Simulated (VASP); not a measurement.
# As in VASP: a series of runs

The runs below take As through single point, with PBE+D3(BJ).

Everything below comes from runs of VASP 6.6.1. Logs are shortened: lines on timing, memory, paths and dates and some standing lists are left out, and cuts for length are marked.

### Step 1. The cell of the first run

The cell holds a slab with vacuum, 4 atoms: a = 3.571 Å, b = 3.571 Å, c = 20.295 Å, α = 90.00°, β = 90.00°, γ = 120.00°.

### Step 2. Single point, PBE+D3(BJ) (layers slid over each other, then relaxed in part)

INCAR

```
SYSTEM = As
PREC = Accurate ; ENCUT = 400
EDIFF = 1E-6 ; ISMEAR = 0
SIGMA = 0.05 ; LREAL = .False.
LASPH = .True. ; NELM = 120
ALGO = Normal ; ISIF = 2
LWAVE = .False. ; LCHARG = .False.
LDIPOL = .True. ; IDIPOL = 3
DIPOL = 0.5 0.5 0.364 ; GGA = PE
IVDW = 12 ; NBANDS = 38
GGA_COMPAT = .False. ; NELMDL = -8
```

KPOINTS

```
regular mesh
0
Gamma
  9 9 1
  0 0 0
```

POSCAR

```
As
1.0
    3.5713375816      0.0000000000      0.0000000000
   -1.7856687908      3.0928690711      0.0000000000
    0.0000000000      0.0000000000     20.2952790253
As
4
Direct
    0.3333333333      0.6666666667      0.2905612687
    0.6666666667      0.3333333333      0.2217264416
    0.3333333333      1.6666666667      0.5071190163
    0.6666666667      1.3333333333      0.4382775353
```

Potentials or basis: VASP PAW PBE potentials, release 64 (As_d).

The run is started by

```bash
$ cat potpaw_PBE.64/As_d/POTCAR > POTCAR
$ mpirun -np 1 vasp_std > vasp.out
```

OUTCAR:

```text
SYSTEM = As
   PREC = Accurate
   ENCUT = 400
   EDIFF = 1E-6
   ISMEAR = 0
   LREAL = .False.
   LASPH = .True.
   NELM = 120
   ISIF = 2
   GGA = PE
   IVDW = 12
   NELMDL = -8
 IVDW          = 12

 ion  position               nearest neighbor table
   1  0.333  0.667  0.291-   2 2.49   2 2.49   2 2.49
   2  0.667  0.333  0.222-   1 2.49   1 2.49   1 2.49
   3  0.333  0.667  0.507-   4 2.49   4 2.49   4 2.49
   4  0.667  0.333  0.438-   3 2.49   3 2.49   3 2.49

  LATTYP: Found a hexagonal cell.
 ALAT       =     3.5713375816
 C/A-ratio  =     5.6828229092

  Lattice vectors:

 A1 = (   3.5713375816,   0.0000000000,   0.0000000000)
 A2 = (  -1.7856687908,   3.0928690711,   0.0000000000)
 A3 = (   0.0000000000,   0.0000000000,  20.2952790253)

Analysis of symmetry for initial positions (statically):
=====================================================================
 Subroutine PRICEL returns:
 Original cell was already a primitive cell.

 Routine SETGRP: Setting up the symmetry group for a
 hexagonal supercell.

 Subroutine GETGRP returns: Found 12 space group operations
 (whereof  6 operations were pure point group operations)
 out of a pool of 24 trial point group operations.

The static configuration has the point symmetry C_3v.
 The point group associated with its full space group is D_3d.

Analysis of symmetry for dynamics (positions and initial velocities):
=====================================================================
 Subroutine PRICEL returns:
 Original cell was already a primitive cell.

 Routine SETGRP: Setting up the symmetry group for a
 hexagonal supercell.

 Subroutine GETGRP returns: Found 12 space group operations
 (whereof  6 operations were pure point group operations)
 out of a pool of 24 trial point group operations.

The dynamic configuration has the point symmetry C_3v.
 The point group associated with its full space group is D_3d.

 Subroutine INISYM returns: Found 12 space group operations
 (whereof  6 operations are pure point group operations),
 and found     1 'primitive' translations

----------------------------------------------------------------------------------------

                                     Primitive cell

  volume of cell :     224.1751

  direct lattice vectors                    reciprocal lattice vectors
     3.571337582  0.000000000  0.000000000     0.280007134  0.161662194  0.000000000
    -1.785668791  3.092869071  0.000000000     0.000000000  0.323324388  0.000000000
     0.000000000  0.000000000 20.295279025     0.000000000  0.000000000  0.049272543

  length of vectors
     3.571337582  3.571337582 20.295279025     0.323324388  0.323324388  0.049272543

  position of ions in fractional coordinates (direct lattice)
     0.333333333  0.666666667  0.290561269
     0.666666667  0.333333333  0.221726442
     0.333333333  0.666666667  0.507119016
     0.666666667  0.333333333  0.438277535

  ion indices of the primitive-cell ions
   primitive index   ion index
                 1           1
                 2           2
                 3           3
                 4           4

----------------------------------------------------------------------------------------

 KPOINTS: regular mesh

Automatic generation of k-mesh.
 Grid dimensions read from file:
 generate k-points for:    9    9    1

 Generating k-lattice:

  Cartesian coordinates                     Fractional coordinates (reciprocal lattice)
     0.031111904  0.017962466  0.000000000     0.111111111 -0.000000000  0.000000000
     0.000000000  0.035924932  0.000000000     0.000000000  0.111111111  0.000000000
     0.000000000  0.000000000  0.049272543     0.000000000  0.000000000  1.000000000

  Length of vectors
     0.035924932  0.035924932  0.049272543

  Shift w.r.t. Gamma in fractional coordinates (k-lattice)
     0.000000000  0.000000000  0.000000000

 Subroutine IBZKPT returns following result:
 ===========================================

 Found     12 irreducible k-points:

 Following reciprocal coordinates:
            Coordinates               Weight
  0.000000  0.000000  0.000000      1.000000
  0.111111 -0.000000  0.000000      6.000000
  0.222222  0.000000  0.000000      6.000000
  0.333333  0.000000  0.000000      6.000000
  0.444444  0.000000  0.000000      6.000000
  0.111111  0.111111  0.000000      6.000000
  0.222222  0.111111  0.000000     12.000000
  0.333333  0.111111  0.000000     12.000000
  0.444444  0.111111  0.000000      6.000000
  0.222222  0.222222  0.000000      6.000000
  0.333333  0.222222  0.000000     12.000000
  0.333333  0.333333  0.000000      2.000000
   k-points           NKPTS =     12   k-points in BZ     NKDIM =     12   number of bands    NBANDS=     38
   number of dos      NEDOS =    301   number of ions     NIONS =      4
   total plane-waves  NPLWV =  80640
   dimension x,y,z NGX =    24 NGY =   24 NGZ =  140
   dimension x,y,z NGXF=    48 NGYF=   48 NGZF=  280
   ions per type =               4
   NGX,Y,Z   is equivalent  to a cutoff of  11.17, 11.17, 11.47 a.u.
   NGXF,Y,Z  is equivalent  to a cutoff of  22.34, 22.34, 22.94 a.u.
 SYSTEM =  As
   PREC   = accura    normal or accurate (medium, high low for compatibility)
   ISTART =      0    job   : 0-new  1-cont  2-samecut
   ICHARG =      2    charge: 1-file 2-atom 10-const
   ISPIN  =      1    spin polarized calculation?
   LNONCOLLINEAR =      F non collinear calculations
   LSORBIT =      F    spin-orbit coupling
   LASPH  =      T    aspherical Exc in radial PAW
   ENCUT  =  400.0 eV  29.40 Ry    5.42 a.u.   5.82  5.82 33.10*2*pi/ulx,y,z
   NELM   =    120;   NELMIN=  2; NELMDL= -8     # of ELM steps
   EDIFF  = 0.1E-05   stopping-criterion for ELM
   LREAL  =      F    real-space projection
   EDIFFG = 0.1E-04   stopping-criterion for IOM
   NSW    =      0    number of steps for IOM
   IBRION =     -1    ionic relax: 0-MD 1-quasi-New 2-CG
   NFREE  =      0    steps in history (QN), initial steepest desc. (CG)
   ISIF   =      2    stress and relaxation
   ISYM   =      2    0-nonsym 1-usesym 2-fastsym
   POTIM  = 0.5000    time-step for ionic-motion
   TEBEG  =    0.0;   TEEND  =   0.0 temperature during run
   PSTRESS=    0.0 pullay stress
   NELECT =      60.0000    total number of electrons
   NUPDOWN=      -1.0000    fix difference up-down
   EMIN   =  10.00;   EMAX   =-10.00  energy-range for DOS
   EFERMI =   0.00;   METHOD = LEGACY
   ISMEAR =     0;   SIGMA  =   0.05  broadening in eV -4-tet -1-fermi 0-gaus
   EFERMI_NEDOS =   21; number of points for ismear=-14 and -15
   IALGO  =     38    algorithm
   IMIX   =      4    mixing-type and parameters
     AMIX     =   0.40;   BMIX     =  1.00
     AMIX_MAG =   1.60;   BMIX_MAG =  1.00
  volume/ion in A,a.u.               =      56.04       378.20
  Fermi-wavevector in a.u.,A,eV,Ry     =   1.055025  1.993708 15.144343  1.113078
  Thomas-Fermi vector in A             =   2.190208
   LORBIT       =      0    0 simple, 1 ext, 2 COOP (PROOUT), +10 PAW based schemes
   GGA     = PE    functional components
   LHFCALC =     F    Hartree Fock is set to
   AEXX    =    0.0000 exact exchange contribution
   IVDW    =    12    specifies the selected vdW correction
   LEPSILON=     F    determine dielectric tensor
   LRPA    =     F    only Hartree local field effects (RPA)
 non-spin polarized calculation
 Gauss-broadening in eV      SIGMA  =   0.05
  energy-cutoff  :      400.00
  volume of cell :      224.18
 maximum number of plane-waves:      4093
 NGX is ok and might be reduce to    24
   NGX = 11   NGY = 11   NGZ = 67

 dipolmoment           0.000000      0.000000     -0.000001 electrons x Angstroem

 number of electron      59.9999993 magnetization

 dipolmoment           0.000000      0.000000      0.000861 electrons x Angstroem

 Free energy of the ion-electron system (eV)
  ---------------------------------------------------
  ext. energy  EPLUGINS =         0.00000000
  ---------------------------------------------------
  free energy    TOTEN  =       -18.66001236 eV

  energy without entropy =      -18.66001236  energy(sigma->0) =      -18.66001236

 E-fermi :  -1.4802     XC(G=0):  -4.8759

 val. band max:       -1.7319784355   @ k =   0.1111  -0.0000   0.0000
 cond. band min:      -0.9992570671   @ k =   0.3333   0.0000   0.0000
 fundamental gap:      0.7327213684
 Fermi energy:        -1.4802428683

 k-point     1 :       0.0000    0.0000    0.0000
  band No.  band energies     occupation
      1     -37.3822      2.00000
      2     -37.3822      2.00000
      3     -37.3726      2.00000
      4     -37.3726      2.00000
      5     -37.3413      2.00000
      6     -37.3413      2.00000
[... 30 lines left out ...]
     37       2.6551      0.00000
     38       2.8551      0.00000

 k-point     2 :       0.1111   -0.0000    0.0000
  band No.  band energies     occupation
      1     -37.3817      2.00000
      2     -37.3786      2.00000
      3     -37.3722      2.00000
      4     -37.3691      2.00000
      5     -37.3404      2.00000
      6     -37.3386      2.00000
[... 30 lines left out ...]
     37       2.8737      0.00000
     38       3.0726      0.00000

 k-point     3 :       0.2222    0.0000    0.0000
  band No.  band energies     occupation
      1     -37.3806      2.00000
      2     -37.3710      2.00000
      3     -37.3691      2.00000
      4     -37.3598      2.00000
      5     -37.3375      2.00000
      6     -37.3315      2.00000
[... 30 lines left out ...]
     37       3.4576      0.00000
[... 289 lines left out ...]
 k-point    11 :       0.3333    0.2222    0.0000
  band No.  band energies     occupation
      1     -37.3793      2.00000
      2     -37.3696      2.00000
      3     -37.3411      2.00000
      4     -37.3330      2.00000
      5     -37.3208      2.00000
      6     -37.3118      2.00000
[... 30 lines left out ...]
     37       5.0864      0.00000
     38       5.7545      0.00000

 k-point    12 :       0.3333    0.3333    0.0000
  band No.  band energies     occupation
      1     -37.3793      2.00000
      2     -37.3697      2.00000
      3     -37.3353      2.00000
      4     -37.3278      2.00000
      5     -37.3183      2.00000
      6     -37.3099      2.00000
[... 30 lines left out ...]
     37       5.5091      0.00000
     38       6.8252      0.00000

------------------------ aborting loop because EDIFF is reached ----------------------------------------

 vacuum level on the upper side and lower side of the slab       (xc-potential included)        -0.126        -0.141

 Edisp (eV)   -1.13496

 E8    (eV) :    -0.4968

  FORCE on cell =-STRESS in cart. coord.  units (eV):
  Direction    XX          YY          ZZ          XY          YZ          ZX
  --------------------------------------------------------------------------------------
  -------------------------------------------------------------------------------------
  Total       0.13883     0.13883    -0.07408     0.00000     0.00000     0.00000
  in kB       0.99223     0.99223    -0.52945     0.00000     0.00000     0.00000
  external pressure =        0.49 kB  Pullay stress =        0.00 kB

 VOLUME and BASIS-vectors are now :
 -----------------------------------------------------------------------------
  energy-cutoff  :      400.00
  volume of cell :      224.18
      direct lattice vectors                 reciprocal lattice vectors
     3.571337582  0.000000000  0.000000000     0.280007134  0.161662194  0.000000000
    -1.785668791  3.092869071  0.000000000     0.000000000  0.323324388  0.000000000
     0.000000000  0.000000000 20.295279025     0.000000000  0.000000000  0.049272543

 POSITION                                       TOTAL-FORCE (eV/Angst)
 -----------------------------------------------------------------------------------
     -0.00000      2.06191      5.89702        -0.000000      0.000000      0.029453
      1.78567      1.03096      4.50000        -0.000000     -0.000000     -0.025171
     -0.00000      2.06191     10.29212         0.000000      0.000000      0.025171
      1.78567      1.03096      8.89496         0.000000      0.000000     -0.029453
 -----------------------------------------------------------------------------------
    total drift:                               -0.000000     -0.000000      0.197052

  FREE ENERGIE OF THE ION-ELECTRON SYSTEM (eV)
  ---------------------------------------------------
  free  energy   TOTEN  =       -19.7949692675 eV

  energy  without entropy=      -19.7949692675  energy(sigma->0) =      -19.79496927

 vacuum level on the upper side and lower side of the slab         3.040         3.026
```

Wall time 57 s (1 thread of Intel Xeon 6975P-C (Granite Rapids), shared host); peak memory 0.28 GiB.

Results:

```yaml
Free_energy: -19.7950 eV
Largest_force: 0.029 eV/Å
Band_gap_on_the_k_mesh: 0.73 eV (least direct gap 1.60 eV)
Dispersion_energy_per_atom: -0.284 eV
```

Forces on the atoms (eV/Å):
```
As   0.000  0.000  0.029
As   0.000  0.000 -0.025
As   0.000  0.000  0.025
As   0.000  0.000 -0.029
```

Levels at points of the mesh, in eV from the valence-band top:
```tsv
k point	band 27	band 28	band 29	band 30	band 31	band 32	band 33	band 34
(0.00, 0.00, 0.00)	-0.52	-0.39	-0.39	-0.17	1.48	2.28	3.04	3.04
```

Caveat: the cell differs from its parent crystal (layers slid over each other, then relaxed in part).

### Step 3. Single point, PBE+D3(BJ) (layers slid over each other, then relaxed in part)

INCAR

```
SYSTEM = As
PREC     = Accurate       ! precision mode
ENCUT    = 400            ! plane-wave cutoff, eV
EDIFF    = 1E-6           ! SCF threshold, eV
ISMEAR   = 0              ! smearing method
SIGMA    = 0.05           ! smearing width, eV
LREAL    = .FALSE.        ! projectors in reciprocal space
LASPH    = .TRUE.         ! aspherical terms in the spheres
NELM     = 120            ! most SCF steps
ALGO     = Normal         ! electronic algorithm
ISIF     = 2              ! what is computed and relaxed
LWAVE    = .FALSE.        ! write WAVECAR
LCHARG   = .FALSE.        ! write CHGCAR
LDIPOL   = .TRUE.       
IDIPOL   = 3            
DIPOL    = 0.5 0.5 0.357
GGA      = PE             ! functional
IVDW     = 12             ! dispersion correction
NBANDS   = 38             ! bands
GGA_COMPAT= .FALSE.      
NELMDL   = -8
```

KPOINTS

```
Automatic mesh
0
G
  9 9 1
  0 0 0
```

POSCAR

```
As
1.0
    3.5713375816      0.0000000000      0.0000000000
   -1.7856687908      3.0928690711      0.0000000000
    0.0000000000      0.0000000000     20.2952790253
As
4
Direct
    0.3333333333      0.6666666667      0.2900756341
    0.6666666667      0.3333333333      0.2217264416
    0.6666666667      1.3333333333      0.4913543127
    1.0000000000      1.0000000000      0.4230032539
```

Potentials or basis: VASP PAW PBE potentials, release 64 (As_d).

The run is started by

```bash
$ cat potpaw_PBE.64/As_d/POTCAR > POTCAR
$ mpirun -np 1 vasp_std > vasp.out
```

Run time: 95 s. Hardware: 1 thread of Intel Xeon Platinum 8488C (Sapphire Rapids), shared host; peak memory 0.28 GiB.

It converged, with:

* Free energy: -19.7839 eV
* Largest force: 0.024 eV/Å
* Dispersion energy per atom: -0.297 eV

Forces in eV/Å, atoms in the order of the input:
```
As   0.000  0.000  0.024
As   0.000  0.000 -0.022
As   0.000  0.000  0.022
As   0.000  0.000 -0.024
```

Levels at points of the mesh, in eV from the Fermi level:
```tsv
k point	band 27	band 28	band 29	band 30	band 31	band 32	band 33	band 34
(0.00, 0.00, 0.00)	-1.10	-1.02	-1.02	-0.43	0.90	1.92	2.23	2.23
```

Caveat: the cell differs from its parent crystal (layers slid over each other, then relaxed in part).
